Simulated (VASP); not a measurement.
The system is NbZn3.

```
CELL_PARAMETERS angstrom
3.93767 0.00000 0.00000
0.00000 3.93767 0.00000
0.00000 0.00000 3.93767
ATOMIC_POSITIONS crystal
Nb 0.00000 0.00000 0.00000
Zn 0.00000 0.50000 0.50000
Zn 0.50000 0.00000 0.50000
Zn 0.50000 0.50000 0.00000
```

* Program: VASP 6.6.1
* Task: relaxation of cell and atoms
* Functional: LDA
* Potentials or basis: VASP PAW LDA potentials, release 64 (Nb_sv, Zn)
* Cutoff: 600 eV
* k mesh: 10 × 10 × 10
* Occupations: gaussian, width 0.1 eV
* Spin: no spin polarisation

At the start: pressure -9.4 GPa; volume 15.26 Å³/atom.

Task: How do energy, volume and symmetry change on relaxing?

Result: Over 6 steps the energy falls by 34.3 meV/atom and the volume is 14.18 Å³/atom (-7.1 %); space group Pm-3m (No. 221, to 0.1 Å) before and after.

The path:
| step | energy change (eV) | largest force (eV/Å) | pressure (GPa) | volume (Å³) |
| --- | --- | --- | --- | --- |
| 1 | 0.0000 | 0.0000 | -9.43 | 61.05 |
| 2 | -0.0386 | 0.0000 | 10.30 | 53.45 |
| 3 | -0.1373 | 0.0000 | -0.08 | 56.74 |
| 4 | -0.1373 | 0.0000 | 0.15 | 56.65 |
| 5 | -0.1373 | 0.0000 | -0.14 | 56.75 |
| 6 | -0.1373 | 0.0000 | 0.00 | 56.71 |

Final structure:
```
CELL_PARAMETERS angstrom
3.84190 0.00000 0.00000
0.00000 3.84190 0.00000
0.00000 0.00000 3.84190
ATOMIC_POSITIONS crystal
Nb 0.00000 0.00000 0.00000
Zn 0.00000 0.50000 0.50000
Zn 0.50000 0.00000 0.50000
Zn 0.50000 0.50000 0.00000
```
